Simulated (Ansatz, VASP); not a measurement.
## Mg in VASP and in Ansatz

```
Mg
1.0
     3.20927    0.00000    0.00000
    -1.60464    2.77931    0.00000
     0.00000    0.00000    5.21033
Mg
2
Direct
  0.33333 0.66667 0.25000
  0.66667 0.33333 0.75000
```

Alike in both runs: task electric field gradients; functional LDA; k mesh 12 × 12 × 7; occupations fermi-dirac, width 0.08 eV; no spin polarisation.

|  | VASP | Ansatz |
| --- | --- | --- |
| version | VASP 6.6.1 | Ansatz 0.2.0 |
| potentials or method | VASP PAW LDA potentials, release 64 (Mg) | PAW with Ansatz's default frozen-core files, scalar-relativistic |
| plane-wave cutoff (eV) | 520 | 420 |
| valence electrons in the cell | 4 | 20 |

|  | VASP | Ansatz | Ansatz less VASP |
| --- | --- | --- | --- |
| pressure (GPa) | -2.8 | -2.5 | +0.32 |
| traceless stress, the component that is largest in VASP (GPa) | -0.53 | -0.52 | +0.001 |
| size of Vzz on the site where it differs most (V/Å²) | 1.1 | 1.1 | +0.07 |

LDA's correlation is that of Perdew and Zunger in VASP and of Perdew and Wang (1992) in Ansatz. VASP's potentials hold 4 valence electrons a cell and Ansatz's 20, so a difference there can come from the potentials and not from the codes.
